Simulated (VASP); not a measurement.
# InAs (I-4m2) in VASP: notebook, part 2 of 2

VASP 6.6.1.

## Step 5: Single point, RPBE

This run uses another cell than the first one, of 28.23 Å³/atom.

Input file INCAR:

```
SYSTEM = InAs
PREC = Accurate ; ENCUT = 500
EDIFF = 1E-6 ; ISMEAR = -1
SIGMA = 0.02 ; LREAL = .False.
LASPH = .True. ; NELM = 120
ALGO = Normal ; ISIF = 2
LWAVE = .False. ; LCHARG = .False.
GGA = RP ; NBANDS = 16
GGA_COMPAT = .False.
```

Input file KPOINTS:

```
Automatic mesh
0
Gamma
  6 6 6
  0 0 0
```

Input file POSCAR:

```
InAs
1.0
    0.0000000000      3.0582400000      3.0180000000
    3.0582400000      0.0000000000      3.0180000000
    3.0582400000      3.0582400000      0.0000000000
In As
1 1
Direct
    0.0000000000      0.0000000000      0.0000000000
    0.2500000000      0.2500000000      0.2500000000
```

Potentials or basis: VASP PAW PBE potentials, release 64 (In_d, As).

On the command line:

```console
> cat potpaw_PBE.64/In_d/POTCAR potpaw_PBE.64/As/POTCAR > POTCAR
> mpirun -np 1 vasp_std > vasp.out
```

OUTCAR:

```text
SYSTEM = InAs
   PREC = Accurate
   ENCUT = 500
   EDIFF = 1E-6
   ISMEAR = -1
   LREAL = .False.
   LASPH = .True.
   NELM = 120
   ISIF = 2
   GGA = RP

 ion  position               nearest neighbor table
   1  0.000  0.000  0.000-   2 2.64   2 2.64   2 2.64   2 2.64
   2  0.250  0.250  0.250-   1 2.64   1 2.64   1 2.64   1 2.64

  LATTYP: Found a body centered tetragonal cell.
 ALAT       =     4.3250044850
 C/A-ratio  =     1.3956054892

  Lattice vectors:

 A1 = (   0.0000000000,  -3.0582400000,  -3.0180000000)
 A2 = (   0.0000000000,   3.0582400000,  -3.0180000000)
 A3 = (   3.0582400000,   0.0000000000,   3.0180000000)

Analysis of symmetry for initial positions (statically):
=====================================================================
 Subroutine PRICEL returns:
 Original cell was already a primitive cell.

 Routine SETGRP: Setting up the symmetry group for a
 body centered tetragonal supercell.

[... 154 lines left out ...]

 number of electron      17.9999994 magnetization

 Free energy of the ion-electron system (eV)
  ---------------------------------------------------
  ext. energy  EPLUGINS =         0.00000000
  ---------------------------------------------------
  free energy    TOTEN  =        -6.97728364 eV

  energy without entropy =       -6.97703626  energy(sigma->0) =       -6.97715995

 E-fermi :   4.4330     XC(G=0):  -8.8241

 val. band max:        4.3946619311   @ k =   0.0000   0.0000   0.0000
 cond. band min:       4.4542846768   @ k =   0.0000   0.0000   0.0000
 fundamental gap:      0.0596227457
 Fermi energy:         4.4329983106

 k-point     1 :       0.0000    0.0000    0.0000
  band No.  band energies     occupation
      1      -9.9673      2.00000
      2      -9.9673      2.00000
      3      -9.9628      2.00000
      4      -9.8519      2.00000
      5      -9.8496      2.00000
      6      -7.2697      2.00000
[... 433 lines left out ...]
      3      -9.9006      2.00000
      4      -9.8730      2.00000
      5      -9.8356      2.00000
      6      -5.5222      2.00000
[... 8 lines left out ...]
     15      15.5742      0.00000
     16      16.2536      0.00000

 [... further k-points ...]
[... 5 lines left out ...]
  --------------------------------------------------------------------------------------
  -------------------------------------------------------------------------------------
  Total        1.5101148      1.5101148      1.6297007      0.0000000     -0.0000000     -0.0000000
  in kB       42.8576321     42.8576321     46.2515264      0.0000000     -0.0000000     -0.0000000
  external PRESSURE =      43.9889302 kB  Pullay stress =       0.0000000 kB

 VOLUME and BASIS-vectors are now :
 -----------------------------------------------------------------------------
  energy-cutoff  :      500.00
  volume of cell :       56.45
      direct lattice vectors                 reciprocal lattice vectors
     0.000000000  3.058240000  3.018000000    -0.163492728  0.163492728  0.165672631
     3.058240000  0.000000000  3.018000000     0.163492728 -0.163492728  0.165672631
     3.058240000  3.058240000  0.000000000     0.163492728  0.163492728 -0.165672631

 POSITION                                       TOTAL-FORCE (eV/Angst)
 -----------------------------------------------------------------------------------
      0.00000      0.00000      0.00000         0.000000      0.000000      0.000000
      1.52912      1.52912      1.50900        -0.000000     -0.000000     -0.000000
 -----------------------------------------------------------------------------------
    total drift:                               -0.000000     -0.000000      0.000000

  FREE ENERGIE OF THE ION-ELECTRON SYSTEM (eV)
  ---------------------------------------------------
  free  energy   TOTEN  =        -6.9772836449 eV

  energy  without entropy=       -6.9770362551  energy(sigma->0) =       -6.97715995
```

OSZICAR:

```text
N       E                     dE             d eps       ncg     rms          rms(c)
DAV:   1     0.116168630397E+03    0.11617E+03   -0.81742E+03   976   0.117E+03
DAV:   2     0.498647943257E+00   -0.11567E+03   -0.11073E+03  1056   0.296E+02
DAV:   3    -0.700479186497E+01   -0.75034E+01   -0.74764E+01  1256   0.747E+01
DAV:   4    -0.720149356862E+01   -0.19670E+00   -0.19667E+00  1168   0.137E+01
DAV:   5    -0.721169123305E+01   -0.10198E-01   -0.10197E-01  1448   0.263E+00    0.439E+00
DAV:   6    -0.698527738421E+01    0.22641E+00   -0.36097E-01  1504   0.946E+00    0.249E+00
DAV:   7    -0.697007818388E+01    0.15199E-01   -0.11767E-01  1320   0.284E+00    0.793E-01
DAV:   8    -0.697531428099E+01   -0.52361E-02   -0.15316E-02  1144   0.131E+00    0.167E-01
DAV:   9    -0.697670606991E+01   -0.13918E-02   -0.14520E-03  1184   0.282E-01    0.856E-02
DAV:  10    -0.697712106040E+01   -0.41499E-03   -0.40195E-04  1184   0.227E-01    0.459E-02
DAV:  11    -0.697728322735E+01   -0.16217E-03   -0.39619E-04  1096   0.145E-01    0.231E-02
DAV:  12    -0.697728364494E+01   -0.41759E-06   -0.75291E-06  1256   0.289E-02
   1 F= -.69772836E+01 E0= -.69771600E+01  d E =-.247390E-03
```

Wall time 12 s (1 thread of Intel Xeon Platinum 8488C (Sapphire Rapids), shared host); peak memory 0.18 GiB.

Results:

- Free energy: -6.9773 eV
- Pressure: 4.4 GPa
- Band gap on the k mesh: 0.06 eV

Caveat: the cell stands under pressure; the PAW data sets were made with another functional, which shifts forces and pressure a little; spin-orbit coupling is left out, which moves the levels of the heavy elements.

## Step 6: Single point, RPBE

This run uses another cell than the first one, of 28.60 Å³/atom.

Input file INCAR:

```
ALGO     = Normal         # electronic algorithm
EDIFF    = 1E-6           # SCF threshold, eV
ENCUT    = 500            # plane-wave cutoff, eV
GGA      = RP             # functional
GGA_COMPAT= F            
ISIF     = 2              # what is computed and relaxed
ISMEAR   = -1             # smearing method
LASPH    = T              # aspherical terms in the spheres
LCHARG   = F              # write CHGCAR
LREAL    = F              # projectors in reciprocal space
LWAVE    = F              # write WAVECAR
NBANDS   = 16             # bands
NELM     = 120            # most SCF steps
PREC     = Accurate       # precision mode
SIGMA    = 0.02           # smearing width, eV
```

Input file KPOINTS:

```
k-points
0
Gamma
  6 6 6
```

Input file POSCAR:

```
InAs
1.0
    0.0000000000      3.0783600000      3.0180000000
    3.0783600000      0.0000000000      3.0180000000
    3.0783600000      3.0783600000      0.0000000000
In As
1 1
Direct
    0.0000000000      0.0000000000      0.0000000000
    0.2500000000      0.2500000000      0.2500000000
```

Potentials or basis: VASP PAW PBE potentials, release 64 (In_d, As).

On the command line:

```console
> cat potpaw_PBE.64/In_d/POTCAR potpaw_PBE.64/As/POTCAR > POTCAR
> mpirun -np 1 vasp_std > vasp.out
```

OUTCAR:

```text
EDIFF = 1E-6
   ENCUT = 500
   GGA = RP
   ISIF = 2
   ISMEAR = -1
   LASPH = T
   LREAL = F
   NELM = 120
   PREC = Accurate

 ion  position               nearest neighbor table
   1  0.000  0.000  0.000-   2 2.65   2 2.65   2 2.65   2 2.65
   2  0.250  0.250  0.250-   1 2.65   1 2.65   1 2.65   1 2.65

  LATTYP: Found a body centered tetragonal cell.
 ALAT       =     4.3534584619
 C/A-ratio  =     1.3864838847

  Lattice vectors:

 A1 = (   0.0000000000,  -3.0783600000,  -3.0180000000)
 A2 = (   0.0000000000,   3.0783600000,  -3.0180000000)
 A3 = (   3.0783600000,   0.0000000000,   3.0180000000)

Analysis of symmetry for initial positions (statically):
=====================================================================
 Subroutine PRICEL returns:
 Original cell was already a primitive cell.

 Routine SETGRP: Setting up the symmetry group for a
 body centered tetragonal supercell.

 Subroutine GETGRP returns: Found  8 space group operations
 (whereof  8 operations were pure point group operations)
 out of a pool of 16 trial point group operations.

The static configuration has the point symmetry D_2d.

Analysis of symmetry for dynamics (positions and initial velocities):
=====================================================================
 Subroutine PRICEL returns:
 Original cell was already a primitive cell.

 Routine SETGRP: Setting up the symmetry group for a
 body centered tetragonal supercell.

 Subroutine GETGRP returns: Found  8 space group operations
 (whereof  8 operations were pure point group operations)
 out of a pool of 16 trial point group operations.

The dynamic configuration has the point symmetry D_2d.

 Subroutine INISYM returns: Found  8 space group operations
 (whereof  8 operations are pure point group operations),
 and found     1 'primitive' translations
[... 103 lines left out ...]
   POTIM  = 0.5000    time-step for ionic-motion
   TEBEG  =    0.0;   TEEND  =   0.0 temperature during run
   PSTRESS=    0.0 pullay stress
   NELECT =      18.0000    total number of electrons
   NUPDOWN=      -1.0000    fix difference up-down
   EMIN   =  10.00;   EMAX   =-10.00  energy-range for DOS
   EFERMI =   0.00;   METHOD = LEGACY
   ISMEAR =    -1;   SIGMA  =   0.02  broadening in eV -4-tet -1-fermi 0-gaus
   EFERMI_NEDOS =   21; number of points for ismear=-14 and -15
   IALGO  =     38    algorithm
   IMIX   =      4    mixing-type and parameters
     AMIX     =   0.40;   BMIX     =  1.00
     AMIX_MAG =   1.60;   BMIX_MAG =  1.00
  volume/ion in A,a.u.               =      28.60       193.00
  Fermi-wavevector in a.u.,A,eV,Ry     =   1.113533  2.104272 16.870614  1.239955
  Thomas-Fermi vector in A             =   2.250118
   LORBIT       =      0    0 simple, 1 ext, 2 COOP (PROOUT), +10 PAW based schemes
   GGA     = RP    functional components
   LHFCALC =     F    Hartree Fock is set to
   AEXX    =    0.0000 exact exchange contribution
   IVDW    =     0    specifies the selected vdW correction
   LEPSILON=     F    determine dielectric tensor
   LRPA    =     F    only Hartree local field effects (RPA)
 non-spin polarized calculation
  energy-cutoff  :      500.00
  volume of cell :       57.20
 maximum number of plane-waves:      1463
   NGX = 15   NGY = 15   NGZ = 15

 number of electron      17.9999999 magnetization

 Free energy of the ion-electron system (eV)
  ---------------------------------------------------
  ext. energy  EPLUGINS =         0.00000000
  ---------------------------------------------------
  free energy    TOTEN  =        -6.99526206 eV

  energy without entropy =       -6.99509218  energy(sigma->0) =       -6.99517712

 E-fermi :   4.3087     XC(G=0):  -8.7649

 val. band max:        4.2570974108   @ k =   0.0000   0.0000   0.0000
 cond. band min:       4.3447766376   @ k =   0.0000   0.0000   0.0000
 fundamental gap:      0.0876792268
 Fermi energy:         4.3086587930

 k-point     1 :       0.0000    0.0000    0.0000
  band No.  band energies     occupation
      1     -10.0726      2.00000
      2     -10.0726      2.00000
      3     -10.0659      2.00000
      4      -9.9623      2.00000
      5      -9.9587      2.00000
      6      -7.3158      2.00000
[... 433 lines left out ...]
      3     -10.0080      2.00000
      4      -9.9809      2.00000
      5      -9.9465      2.00000
      6      -5.6202      2.00000
[... 8 lines left out ...]
     15      15.3866      0.00000
     16      16.0425      0.00000

 [... further k-points ...]
[... 5 lines left out ...]
  --------------------------------------------------------------------------------------
  -------------------------------------------------------------------------------------
  Total        1.2153503      1.2153503      1.4038762      0.0000000      0.0000000      0.0000000
  in kB       34.0427001     34.0427001     39.3234263      0.0000000      0.0000000      0.0000000
  external PRESSURE =      35.8029422 kB  Pullay stress =       0.0000000 kB

 VOLUME and BASIS-vectors are now :
 -----------------------------------------------------------------------------
  energy-cutoff  :      500.00
  volume of cell :       57.20
      direct lattice vectors                 reciprocal lattice vectors
     0.000000000  3.078360000  3.018000000    -0.162424148  0.162424148  0.165672631
     3.078360000  0.000000000  3.018000000     0.162424148 -0.162424148  0.165672631
     3.078360000  3.078360000  0.000000000     0.162424148  0.162424148 -0.165672631

 POSITION                                       TOTAL-FORCE (eV/Angst)
 -----------------------------------------------------------------------------------
      0.00000      0.00000      0.00000         0.000000      0.000000     -0.000000
      1.53918      1.53918      1.50900        -0.000000     -0.000000      0.000000
 -----------------------------------------------------------------------------------
    total drift:                                0.000000      0.000000     -0.000000

  FREE ENERGIE OF THE ION-ELECTRON SYSTEM (eV)
  ---------------------------------------------------
  free  energy   TOTEN  =        -6.9952620556 eV

  energy  without entropy=       -6.9950921772  energy(sigma->0) =       -6.99517712
```

OSZICAR:

```text
N       E                     dE             d eps       ncg     rms          rms(c)
DAV:   1     0.113266075476E+03    0.11327E+03   -0.81386E+03   976   0.118E+03
DAV:   2     0.482157912659E+00   -0.11278E+03   -0.10813E+03  1056   0.299E+02
DAV:   3    -0.702951138053E+01   -0.75117E+01   -0.74791E+01  1304   0.756E+01
DAV:   4    -0.721827327009E+01   -0.18876E+00   -0.18873E+00  1128   0.133E+01
DAV:   5    -0.722602904918E+01   -0.77558E-02   -0.77557E-02  1504   0.225E+00    0.429E+00
DAV:   6    -0.700233945076E+01    0.22369E+00   -0.34816E-01  1496   0.933E+00    0.243E+00
DAV:   7    -0.698791979191E+01    0.14420E-01   -0.11632E-01  1344   0.279E+00    0.781E-01
DAV:   8    -0.699326408594E+01   -0.53443E-02   -0.15213E-02  1072   0.132E+00    0.162E-01
DAV:   9    -0.699467444170E+01   -0.14104E-02   -0.14683E-03  1224   0.289E-01    0.851E-02
DAV:  10    -0.699509293250E+01   -0.41849E-03   -0.39982E-04  1144   0.223E-01    0.455E-02
DAV:  11    -0.699526190456E+01   -0.16897E-03   -0.40892E-04  1088   0.145E-01    0.223E-02
DAV:  12    -0.699526205557E+01   -0.15101E-06   -0.78782E-06  1272   0.291E-02
   1 F= -.69952621E+01 E0= -.69951771E+01  d E =-.169878E-03
```

Run time: 12 s. Hardware: 1 thread of Intel Xeon Platinum 8488C (Sapphire Rapids), shared host; peak memory 0.18 GiB.

Results:

- Free energy: -6.9953 eV
- Pressure: 3.6 GPa
- Band gap on the k mesh: 0.09 eV

Levels at points of the mesh, in eV from the valence-band top:
```
           k point  band 7  band 8  band 9  band 10  band 11  band 12
(0.00, 0.00, 0.00)   -0.22    0.00    0.00     0.09     3.94     3.98
(0.50, 0.00, 0.00)   -5.52   -0.97   -0.84     1.01     4.67     4.80
(0.50, 0.50, 0.00)   -5.55   -2.23   -2.23     1.69     2.05     9.13
(0.50, 0.00, 0.50)   -5.66   -2.13   -2.12     1.78     2.22     9.04
```

Caveat: the cell stands under pressure; the PAW data sets were made with another functional, which shifts forces and pressure a little; spin-orbit coupling is left out, which moves the levels of the heavy elements.

## Step 7: Summary

| cell | gap on the mesh (eV) | pressure (GPa) |
| --- | --- | --- |
| a = 4.240, b = 4.240, c = 4.211 Å, angles 60.2, 60.2, 59.6°, 2 atoms | 0.07 | 8.1 |
| a = 4.254, b = 4.254, c = 4.240 Å, angles 60.1, 60.1, 59.8°, 2 atoms | - | 7.1 |
| a = 4.282, b = 4.282, c = 4.297 Å, angles 59.9, 59.9, 60.2°, 2 atoms | 0.03 | 5.3 |
| a = 4.297, b = 4.297, c = 4.325 Å, angles 59.8, 59.8, 60.4°, 2 atoms | 0.06 | 4.4 |
| a = 4.311, b = 4.311, c = 4.353 Å, angles 59.7, 59.7, 60.7°, 2 atoms | 0.09 | 3.6 |

Alike in all rows: task single point; level RPBE; potentials or basis VASP PAW PBE potentials, release 64 (In_d, As); no spin polarisation; k mesh 6 × 6 × 6; cutoff (eV) 500; smearing fermi-dirac 0.02 eV.

Caveats: the cell stands under pressure; the PAW data sets were made with another functional, which shifts forces and pressure a little; spin-orbit coupling is left out, which moves the levels of the heavy elements.

Total energies depend on the potentials used, so only differences within one code and one set of settings carry meaning.
